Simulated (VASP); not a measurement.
Set up this calculation in VASP 6.6.1, as the native input.

```yaml
Task: single point
Functional: PBEsol
Potentials_or_basis: VASP PAW PBE potentials, release 64 (Cu_sv_GW, O)
Cutoff: 700 eV
k_mesh: 8 × 8 × 5
Occupations: fermi-dirac, width 0.05 eV
Spin: no spin polarisation
Dipole_correction: no
Second_run: valence_matched
Further_INCAR_settings: ALGO = Normal; EDIFF = 1e-06; NBANDS = 33
```

The structure of CuO (Tenorite) lies in POSCAR:

```
CuO
1.0
    2.3446500000     -1.7134000000      0.0000000000
    2.3446500000      1.7134000000      0.0000000000
   -0.8605543552      0.0000000000      5.0594363927
Cu O
2 2
Direct
    0.4968000000      0.0032000000      0.5000000000
    0.0032000000      0.4968000000      0.0000000000
    0.4056000000      0.5714000000      0.7537000000
    0.5714000000      0.4056000000      0.2537000000
```

These files were run (other wordings do the same):

INCAR

```
PREC     = Accurate       # precision mode
ENCUT    = 700            # plane-wave cutoff, eV
EDIFF    = 1E-6           # SCF threshold, eV
ISMEAR   = -1             # smearing method
SIGMA    = 0.05           # smearing width, eV
LREAL    = F              # projectors in reciprocal space
LASPH    = T              # aspherical terms in the spheres
NELM     = 120            # most SCF steps
ALGO     = Normal         # electronic algorithm
ISIF     = 2              # what is computed and relaxed
LWAVE    = F              # write WAVECAR
LCHARG   = F              # write CHGCAR
GGA      = PS             # functional
NBANDS   = 33             # bands
GGA_COMPAT= F
```

KPOINTS

```
regular mesh
0
Gamma
  8 8 5
```

Potentials or basis: VASP PAW PBE potentials, release 64 (Cu_sv_GW, O).

Command:

```console
$ cat potpaw_PBE.64/Cu_sv_GW/POTCAR potpaw_PBE.64/O/POTCAR > POTCAR
$ mpirun -np 1 vasp_std > vasp.out
```

It gave:

The pressure is -5.5 GPa. The largest force is 0.760 eV/Å and the band gap on the k mesh is zero (band 25 reaches 5.76 eV, above the bottom of band 26 at 5.29 eV).

Caveat: the PAW data sets were made with another functional, which shifts forces and pressure a little; semilocal functionals often make such compounds metallic where correlation or magnetic order opens a gap, which also shifts bond lengths.

Wall time 97 s on 1 thread of Intel(R) Xeon(R) 6975P-C (Granite Rapids), on a shared host, peak memory 0.32 GiB.
